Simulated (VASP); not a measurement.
# Pr (P6_3/mmc) in VASP: single point with PBEsol+U

Aim: the single point of Pr with PBEsol+U.

Everything below comes from runs of VASP 6.6.1. Logs are shortened: lines on timing, memory, paths and dates and some standing lists are left out, and cuts for length are marked.

### 1 The cell of the first run

It takes space group P6_3/mmc (No. 194, hexagonal). Conventional cell: a = 3.669 Å, b = 3.669 Å, c = 5.920 Å, α = 90.00°, β = 90.00°, γ = 120.00°. Pr (site symmetry -6m2) has 12 Pr at 3.64 to 3.67 Å within 4.8 Å.

### 2 Single point, PBEsol+U, collinear spin, antiferromagnetic start

Contents of INCAR:

```
  ALGO = Normal
  EDIFF = 1E-6
  ENCUT = 520
  GGA = PS
  ISIF = 2
  ISMEAR = -1
  ISPIN = 2
  LASPH = True
  LCHARG = False
  LDAU = True
  LDAUJ = 0
  LDAUL = 3
  LDAUPRINT = 1
  LDAUTYPE = 2
  LDAUU = 4
  LMAXMIX = 6
  LORBIT = 11
  LREAL = False
  LWAVE = False
  MAGMOM = 2 -2
  NBANDS = 24
  NELM = 150
  PREC = Accurate
  SIGMA = 0.05
```

Contents of KPOINTS:

```
k-points
0
Gamma
  6 6 4
```

Contents of POSCAR:

```
Pr
1.0
    3.6690000000      0.0000000000      0.0000000000
   -1.8345000000      3.1774472065      0.0000000000
    0.0000000000      0.0000000000      5.9200000000
Pr
2
Direct
    0.6666666667      0.3333333333      0.7500000000
    0.3333333333      0.6666666667      0.2500000000
```

Potentials or basis: VASP PAW PBE potentials, release 64 (Pr).

Command:

```sh
$ cat potpaw_PBE.64/Pr/POTCAR > POTCAR
$ mpirun -np 1 vasp_std > vasp.out
```

OUTCAR:

```text
EDIFF = 1E-6
   ENCUT = 520
   GGA = PS
   ISIF = 2
   ISMEAR = -1
   ISPIN = 2
   LASPH = True
   LORBIT = 11
   LREAL = False
   NELM = 150
   PREC = Accurate

 ion  position               nearest neighbor table
   1  0.667  0.333  0.750-
   2  0.333  0.667  0.250-

  LATTYP: Found a hexagonal cell.
 ALAT       =     3.6690000000
 C/A-ratio  =     1.6135186699

  Lattice vectors:

 A1 = (   3.6690000000,   0.0000000000,   0.0000000000)
 A2 = (  -1.8345000000,   3.1774472065,   0.0000000000)
 A3 = (   0.0000000000,   0.0000000000,   5.9200000000)

Analysis of symmetry for initial positions (statically):
=====================================================================
 Subroutine PRICEL returns:
 Original cell was already a primitive cell.

 Routine SETGRP: Setting up the symmetry group for a
 hexagonal supercell.

 Subroutine GETGRP returns: Found 24 space group operations
 (whereof 12 operations were pure point group operations)
 out of a pool of 24 trial point group operations.

The static configuration has the point symmetry D_3d.
 The point group associated with its full space group is D_6h.

Analysis of symmetry for dynamics (positions and initial velocities):
=====================================================================
 Subroutine PRICEL returns:
 Original cell was already a primitive cell.

 Routine SETGRP: Setting up the symmetry group for a
 hexagonal supercell.

 Subroutine GETGRP returns: Found 24 space group operations
 (whereof 12 operations were pure point group operations)
 out of a pool of 24 trial point group operations.

The dynamic configuration has the point symmetry D_3d.
 The point group associated with its full space group is D_6h.

Analysis of structural, dynamic, and magnetic symmetry:
=====================================================================
 Subroutine PRICEL returns:
 Original cell was already a primitive cell.

 Routine SETGRP: Setting up the symmetry group for a
 hexagonal supercell.

 Subroutine GETGRP returns: Found 24 space group operations
 (whereof 12 operations were pure point group operations)
 out of a pool of 24 trial point group operations.

The overall configuration has the point symmetry D_3d.
 The point group associated with its full space group is D_6h.

 Subroutine INISYM returns: Found 24 space group operations
 (whereof 12 operations are pure point group operations),
 and found     1 'primitive' translations

----------------------------------------------------------------------------------------

                                     Primitive cell

  volume of cell :      69.0157

  direct lattice vectors                    reciprocal lattice vectors
     3.669000000  0.000000000  0.000000000     0.272553829  0.157359027  0.000000000
    -1.834500000  3.177447207  0.000000000     0.000000000  0.314718054  0.000000000
     0.000000000  0.000000000  5.920000000     0.000000000  0.000000000  0.168918919

  length of vectors
     3.669000000  3.669000000  5.920000000     0.314718054  0.314718054  0.168918919

  position of ions in fractional coordinates (direct lattice)
     0.666666667  0.333333333  0.750000000
     0.333333333  0.666666667  0.250000000

[... 148 lines left out ...]
  o =  0.0044  v =  0.0000  0.0000 -1.0000  0.0000 -0.0000  0.0000 -0.0000  0.0000  0.0000  0.0000  0.0000  0.0000  0.0000  0.0000      0.0000  0.0000  0.0000  0.0000  0.0000  0.0000  0.0000  0.0000  0.0000  0.0000  0.0000  0.0000  0.0000  0.0000
  o =  0.0051  v =  0.0000  0.0000  0.0000  0.0000  0.0000  0.0000  0.0000 -0.0000 -0.3820 -0.0000 -0.0000 -0.0000  0.9242  0.0000      0.0000  0.0000  0.0000  0.0000  0.0000  0.0000  0.0000  0.0000  0.0000  0.0000  0.0000  0.0000  0.0000  0.0000
  o =  0.0051  v =  0.0000  0.0000  0.0000  0.0000  0.0000  0.0000  0.0000  0.0000 -0.9242 -0.0000  0.0000  0.0000 -0.3820  0.0000      0.0000  0.0000  0.0000  0.0000  0.0000  0.0000  0.0000  0.0000  0.0000  0.0000  0.0000  0.0000  0.0000  0.0000
  o =  0.0052  v =  0.0000  0.0000  0.0000  0.0000  0.0000  0.0000  0.0000  0.0000 -0.0000  0.0000 -1.0000 -0.0000 -0.0000  0.0000      0.0000  0.0000  0.0000  0.0000  0.0000  0.0000  0.0000  0.0000  0.0000  0.0000  0.0000  0.0000  0.0000  0.0000
  o =  0.0117  v = -0.0000 -0.9977  0.0000  0.0000  0.0000 -0.0684 -0.0000  0.0000  0.0000  0.0000  0.0000  0.0000  0.0000  0.0000      0.0000  0.0000  0.0000  0.0000  0.0000  0.0000  0.0000  0.0000  0.0000  0.0000  0.0000  0.0000  0.0000  0.0000
  o =  0.0117  v =  0.0000  0.0684  0.0000  0.0000 -0.0000 -0.9977  0.0000  0.0000  0.0000  0.0000  0.0000  0.0000  0.0000  0.0000      0.0000  0.0000  0.0000  0.0000  0.0000  0.0000  0.0000  0.0000  0.0000  0.0000  0.0000  0.0000  0.0000  0.0000
  o =  0.9599  v =  0.0000  0.0000 -0.0000 -1.0000 -0.0000 -0.0000 -0.0000  0.0000  0.0000  0.0000  0.0000  0.0000  0.0000  0.0000      0.0000  0.0000  0.0000  0.0000  0.0000  0.0000  0.0000  0.0000  0.0000  0.0000  0.0000  0.0000  0.0000  0.0000
  o =  0.9624  v =  1.0000 -0.0000  0.0000  0.0000 -0.0000  0.0000 -0.0000  0.0000  0.0000  0.0000  0.0000  0.0000  0.0000  0.0000      0.0000  0.0000  0.0000  0.0000  0.0000  0.0000  0.0000  0.0000  0.0000  0.0000  0.0000  0.0000  0.0000  0.0000

atom =   2  type =  1  l = 3

 onsite density matrix

spin component  1

  0.0024  0.0000  0.0000 -0.0000 -0.0000 -0.0000 -0.0000
  0.0000  0.0051 -0.0000 -0.0000  0.0000  0.0000 -0.0000
  0.0000 -0.0000  0.0017  0.0000  0.0000  0.0000 -0.0000
 -0.0000 -0.0000  0.0000  0.0052 -0.0000  0.0000 -0.0000
 -0.0000  0.0000  0.0000 -0.0000  0.0017  0.0000  0.0000
 -0.0000  0.0000  0.0000  0.0000  0.0000  0.0051 -0.0000
 -0.0000 -0.0000 -0.0000 -0.0000  0.0000 -0.0000  0.0010

spin component  2

  0.9624  0.0000  0.0000  0.0000 -0.0000  0.0000 -0.0000
  0.0000  0.0117 -0.0000 -0.0000  0.0000 -0.0000  0.0000
  0.0000 -0.0000  0.0044 -0.0000  0.0000 -0.0000  0.0000
  0.0000 -0.0000 -0.0000  0.9599 -0.0000  0.0000 -0.0000
 -0.0000  0.0000  0.0000 -0.0000  0.0044  0.0000  0.0000
  0.0000 -0.0000 -0.0000  0.0000  0.0000  0.0117  0.0000
 -0.0000  0.0000  0.0000 -0.0000  0.0000  0.0000  0.0025

 occupancies and eigenvectors

  o =  0.0010  v =  0.0000  0.0000  0.0000 -0.0000 -0.0000 -0.0000  1.0000  0.0000  0.0000  0.0000  0.0000  0.0000  0.0000  0.0000      0.0000  0.0000  0.0000  0.0000  0.0000  0.0000  0.0000  0.0000  0.0000  0.0000  0.0000  0.0000  0.0000  0.0000
  o =  0.0017  v =  0.0000 -0.0000 -0.0000 -0.0000  1.0000 -0.0000  0.0000  0.0000  0.0000  0.0000  0.0000  0.0000  0.0000  0.0000      0.0000  0.0000  0.0000  0.0000  0.0000  0.0000  0.0000  0.0000  0.0000  0.0000  0.0000  0.0000  0.0000  0.0000
  o =  0.0017  v =  0.0000  0.0000 -1.0000  0.0000 -0.0000  0.0000  0.0000  0.0000  0.0000  0.0000  0.0000  0.0000  0.0000  0.0000      0.0000  0.0000  0.0000  0.0000  0.0000  0.0000  0.0000  0.0000  0.0000  0.0000  0.0000  0.0000  0.0000  0.0000
  o =  0.0024  v =  1.0000 -0.0000  0.0000  0.0000 -0.0000  0.0000 -0.0000  0.0000  0.0000  0.0000  0.0000  0.0000  0.0000  0.0000      0.0000  0.0000  0.0000  0.0000  0.0000  0.0000  0.0000  0.0000  0.0000  0.0000  0.0000  0.0000  0.0000  0.0000
  o =  0.0025  v =  0.0000  0.0000  0.0000  0.0000  0.0000  0.0000  0.0000  0.0000 -0.0000 -0.0000  0.0000 -0.0000 -0.0000  1.0000      0.0000  0.0000  0.0000  0.0000  0.0000  0.0000  0.0000  0.0000  0.0000  0.0000  0.0000  0.0000  0.0000  0.0000
  o =  0.0044  v =  0.0000  0.0000  0.0000  0.0000  0.0000  0.0000  0.0000  0.0000  0.0000 -0.0000  0.0000  1.0000  0.0000  0.0000      0.0000  0.0000  0.0000  0.0000  0.0000  0.0000  0.0000  0.0000  0.0000  0.0000  0.0000  0.0000  0.0000  0.0000
  o =  0.0044  v =  0.0000  0.0000  0.0000  0.0000  0.0000  0.0000  0.0000 -0.0000  0.0000  1.0000 -0.0000  0.0000  0.0000  0.0000      0.0000  0.0000  0.0000  0.0000  0.0000  0.0000  0.0000  0.0000  0.0000  0.0000  0.0000  0.0000  0.0000  0.0000
  o =  0.0051  v =  0.0000 -0.3422 -0.0000  0.0000  0.0000 -0.9396  0.0000  0.0000  0.0000  0.0000  0.0000  0.0000  0.0000  0.0000      0.0000  0.0000  0.0000  0.0000  0.0000  0.0000  0.0000  0.0000  0.0000  0.0000  0.0000  0.0000  0.0000  0.0000
  o =  0.0051  v = -0.0000 -0.9396 -0.0000 -0.0000 -0.0000  0.3422 -0.0000  0.0000  0.0000  0.0000  0.0000  0.0000  0.0000  0.0000      0.0000  0.0000  0.0000  0.0000  0.0000  0.0000  0.0000  0.0000  0.0000  0.0000  0.0000  0.0000  0.0000  0.0000
  o =  0.0052  v =  0.0000  0.0000  0.0000 -1.0000  0.0000 -0.0000 -0.0000  0.0000  0.0000  0.0000  0.0000  0.0000  0.0000  0.0000      0.0000  0.0000  0.0000  0.0000  0.0000  0.0000  0.0000  0.0000  0.0000  0.0000  0.0000  0.0000  0.0000  0.0000
  o =  0.0117  v =  0.0000  0.0000  0.0000  0.0000  0.0000  0.0000  0.0000  0.0000 -0.0233  0.0000  0.0000  0.0000 -0.9997  0.0000      0.0000  0.0000  0.0000  0.0000  0.0000  0.0000  0.0000  0.0000  0.0000  0.0000  0.0000  0.0000  0.0000  0.0000
  o =  0.0117  v =  0.0000  0.0000  0.0000  0.0000  0.0000  0.0000  0.0000  0.0000 -0.9997  0.0000 -0.0000  0.0000  0.0233 -0.0000      0.0000  0.0000  0.0000  0.0000  0.0000  0.0000  0.0000  0.0000  0.0000  0.0000  0.0000  0.0000  0.0000  0.0000
  o =  0.9599  v =  0.0000  0.0000  0.0000  0.0000  0.0000  0.0000  0.0000  0.0000 -0.0000 -0.0000 -1.0000  0.0000 -0.0000 -0.0000      0.0000  0.0000  0.0000  0.0000  0.0000  0.0000  0.0000  0.0000  0.0000  0.0000  0.0000  0.0000  0.0000  0.0000
  o =  0.9624  v =  0.0000  0.0000  0.0000  0.0000  0.0000  0.0000  0.0000  1.0000  0.0000  0.0000  0.0000 -0.0000  0.0000 -0.0000      0.0000  0.0000  0.0000  0.0000  0.0000  0.0000  0.0000  0.0000  0.0000  0.0000  0.0000  0.0000  0.0000  0.0000

 number of electron      26.0000004 magnetization      -0.0000000

 Free energy of the ion-electron system (eV)
  ---------------------------------------------------
  ext. energy  EPLUGINS =         0.00000000
  ---------------------------------------------------
  free energy    TOTEN  =       -10.23111669 eV

  energy without entropy =      -10.20517369  energy(sigma->0) =      -10.21814519

 E-fermi :   6.0776     XC(G=0): -10.1066

 val. band max:        6.0526222643   @ k =   0.3333   0.3333   0.0000
 cond. band min:       6.0836799965   @ k =   0.1667   0.1667   0.2500
 fundamental gap:      0.0310577321
 Fermi energy:         6.0776451350

 spin component 1

 k-point     1 :       0.0000    0.0000    0.0000
  band No.  band energies     occupation
      1     -30.4779      1.00000
      2     -29.4901      1.00000
      3     -12.8499      1.00000
      4     -11.8818      1.00000
      5     -11.8818      1.00000
      6     -11.4081      1.00000
[... 556 lines left out ...]
     23       8.3273      0.00000
     24       8.3334      0.00000
 Fermi energy:         6.0776451350

 spin component 2

 k-point     1 :       0.0000    0.0000    0.0000
  band No.  band energies     occupation
      1     -30.4779      1.00000
      2     -29.4901      1.00000
      3     -12.8499      1.00000
      4     -11.8818      1.00000
      5     -11.8818      1.00000
      6     -11.4081      1.00000
[... 556 lines left out ...]
     23       8.3274      0.00000
     24       8.3353      0.00000

------------------------ aborting loop because EDIFF is reached ----------------------------------------

  FORCE on cell =-STRESS in cart. coord.  units (eV):
  Direction    XX          YY          ZZ          XY          YZ          ZX
  --------------------------------------------------------------------------------------
  -------------------------------------------------------------------------------------
  Total       -0.5936978     -0.5936978     -0.0771469      0.0000000     -0.0000000      0.0000000
  in kB      -13.7825073    -13.7825073     -1.7909419      0.0000000     -0.0000000      0.0000000
  external PRESSURE =      -9.7853189 kB  Pullay stress =       0.0000000 kB

 VOLUME and BASIS-vectors are now :
 -----------------------------------------------------------------------------
  energy-cutoff  :      520.00
  volume of cell :       69.02
      direct lattice vectors                 reciprocal lattice vectors
     3.669000000  0.000000000  0.000000000     0.272553829  0.157359027  0.000000000
    -1.834500000  3.177447207  0.000000000     0.000000000  0.314718054  0.000000000
     0.000000000  0.000000000  5.920000000     0.000000000  0.000000000  0.168918919

 POSITION                                       TOTAL-FORCE (eV/Angst)
 -----------------------------------------------------------------------------------
      1.83450      1.05915      4.44000         0.000000     -0.000000      0.000000
     -0.00000      2.11830      1.48000        -0.000000      0.000000     -0.000000
 -----------------------------------------------------------------------------------
    total drift:                               -0.000000      0.000000     -0.000000

  FREE ENERGIE OF THE ION-ELECTRON SYSTEM (eV)
  ---------------------------------------------------
  free  energy   TOTEN  =       -10.2311166868 eV

  energy  without entropy=      -10.2051736867  energy(sigma->0) =      -10.21814519

 total charge

# of ion       s       p       d       f       tot
--------------------------------------------------
    1        1.990   5.252   0.679   1.977   9.899
    2        1.990   5.252   0.679   1.977   9.899
--------------------------------------------------
tot          3.980  10.505   1.359   3.954  19.798

 magnetization (x)

# of ion       s       p       d       f       tot
--------------------------------------------------
    1       -0.006  -0.028   0.121   1.933   2.020
    2        0.006   0.028  -0.121  -1.933  -2.020
--------------------------------------------------
tot          0.000   0.000   0.000   0.000   0.000
```

Run time: 3.4 min. Hardware: 1 thread of Intel Xeon 8259CL, shared host; peak memory 0.25 GiB.

What came out:

```yaml
Free_energy: -10.2311 eV
Pressure: -1.0 GPa
Band_gap_on_the_k_mesh: zero (filled and empty bands overlap)
Net_moment: 0.00 μB per cell
Site_moments: Pr +2.02, -2.02 μB
Valence_electrons_inside_the_program's_atomic_spheres: Pr 9.90
```

Levels at points of the mesh, in eV from the Fermi level:
Spin up:
| k point | band 11 | band 12 | band 13 | band 14 | band 15 | band 16 |
| --- | --- | --- | --- | --- | --- | --- |
| (0.00, 0.00, 0.00) | -3.02 | -1.90 | 0.89 | 0.89 | 1.21 | 1.21 |
| (0.50, 0.00, 0.00) | -1.71 | -1.27 | -1.25 | 0.79 | 0.97 | 1.06 |
| (0.00, 0.00, 0.50) | -2.48 | -2.08 | 0.59 | 0.92 | 0.92 | 1.15 |
| (0.50, 0.00, 0.50) | -1.90 | -1.72 | -0.51 | -0.15 | 0.85 | 1.11 |
Spin down:
```csv
k point,band 9,band 10,band 11,band 12,band 13,band 14,band 15,band 16,band 17,band 18
"(0.00, 0.00, 0.00)",-3.73,-3.05,-3.02,-1.90,0.89,0.89,1.21,1.21,1.40,1.40
"(0.50, 0.00, 0.00)",-2.95,-2.76,-1.71,-1.27,-1.25,0.79,0.97,1.06,1.25,1.30
"(0.00, 0.00, 0.50)",-3.08,-3.00,-2.48,-2.08,0.59,0.92,0.92,1.15,1.21,1.21
"(0.50, 0.00, 0.50)",-2.97,-2.76,-1.90,-1.72,-0.51,-0.15,0.85,1.11,1.17,1.20
```

Eigenvalues of the final occupation matrices:
| site | spin | trace | eigenvalues |
| --- | --- | --- | --- |
| site 1 f | 1 | 1.96 | 0.00 0.00 0.00 0.01 0.01 0.96 0.96 |
| site 1 f | 2 | 0.02 | 0.00 0.00 0.00 0.00 0.01 0.01 0.01 |
| site 2 f | 1 | 0.02 | 0.00 0.00 0.00 0.00 0.01 0.01 0.01 |
| site 2 f | 2 | 1.96 | 0.00 0.00 0.00 0.01 0.01 0.96 0.96 |

Caveat: the magnetic or orbital state may not be the lowest; the PAW data sets were made with another functional, which shifts forces and pressure a little; spin-orbit coupling is left out, which moves the levels of the heavy elements. The state reached can hang on the start; a lower one may exist.
